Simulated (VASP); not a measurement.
Set up this calculation in VASP 6.6.1, as the native input.

| Quantity | Value |
| --- | --- |
| Task | single point |
| Functional | PBEsol |
| Potentials or basis | VASP PAW PBE potentials, release 64 (Si) |
| Cutoff | 520 eV |
| k mesh | 3 × 3 × 3 |
| Occupations | gaussian, width 0.02 eV |
| Spin | no spin polarisation |
| Dipole correction | no |
| Further INCAR settings | LREAL = Auto; ALGO = Normal; EDIFF = 1e-07; NBANDS = 86 |

The structure of Si lies in POSCAR:

```
Si
1.0
    5.4338342752      5.4338342752      5.4338342752
   -5.4338342752      5.4338342752     -5.4338342752
   -5.4338342752     -5.4338342752      5.4338342752
Si
32
Direct
    0.7500000000      0.0000000000      0.0000000000
    0.7500000000      0.7500000000      0.2500000000
    0.0000000000      0.7500000000      0.0000000000
    0.7500000000      0.5000000000      0.5000000000
    0.0000000000      0.5000000000      0.2500000000
    0.2500000000      0.5000000000      0.0000000000
    0.7500000000      0.2500000000      0.7500000000
    0.0000000000      0.2500000000      0.5000000000
    0.2500000000      0.2500000000      0.2500000000
    0.5000000000      0.2500000000      0.0000000000
    0.0000000000      0.0000000000      0.7500000000
    0.2500000000      0.0000000000      0.5000000000
    0.5000000000      0.0000000000      0.2500000000
    0.2500000000      0.7500000000      0.7500000000
    0.5000000000      0.7500000000      0.5000000000
    0.5000000000      0.5000000000      0.7500000000
    0.5000000000      0.0000000000      0.0000000000
    0.5000000000      0.7500000000      0.2500000000
    0.7500000000      0.7500000000      0.0000000000
    0.5000000000      0.5000000000      0.5000000000
    0.7500000000      0.5000000000      0.2500000000
    0.0000000000      0.5000000000      0.0000000000
    0.5000000000      0.2500000000      0.7500000000
    0.7500000000      0.2500000000      0.5000000000
    0.0000000000      0.2500000000      0.2500000000
    0.2500000000      0.2500000000      0.0000000000
    0.7500000000      0.0000000000      0.7500000000
    0.0000000000      0.0000000000      0.5000000000
    0.2500000000      0.0000000000      0.2500000000
    0.0000000000      0.7500000000      0.7500000000
    0.2500000000      0.7500000000      0.5000000000
    0.2500000000      0.5000000000      0.7500000000
```

The input as run:

INCAR

```
SYSTEM = Si
PREC = Accurate ; ENCUT = 520
EDIFF = 1E-7 ; ISMEAR = 0
SIGMA = 0.02 ; LREAL = Auto
LASPH = .True. ; NELM = 60
ALGO = Normal ; ISIF = 2
LWAVE = .False. ; LCHARG = .False.
GGA = PS ; NBANDS = 86
```

KPOINTS

```
Automatic mesh
0
Gamma
  3 3 3
  0 0 0
```

Potentials or basis: VASP PAW PBE potentials, release 64 (Si).

Launch:

```console
$ cat potpaw_PBE.64/Si/POTCAR > POTCAR
$ mpirun -np 1 vasp_std > vasp.out
```

It gave:

The pressure is 0.1 GPa and the band gap on the k mesh is 0.59 eV.

Caveat: the PAW data sets were made with another functional, which shifts forces and pressure a little; an odd mesh through Γ misses points on the zone boundary, where band edges can lie.

It took 8.4 min on 1 thread of Intel Xeon 8259CL, with other jobs on the host, peak memory 0.71 GiB.
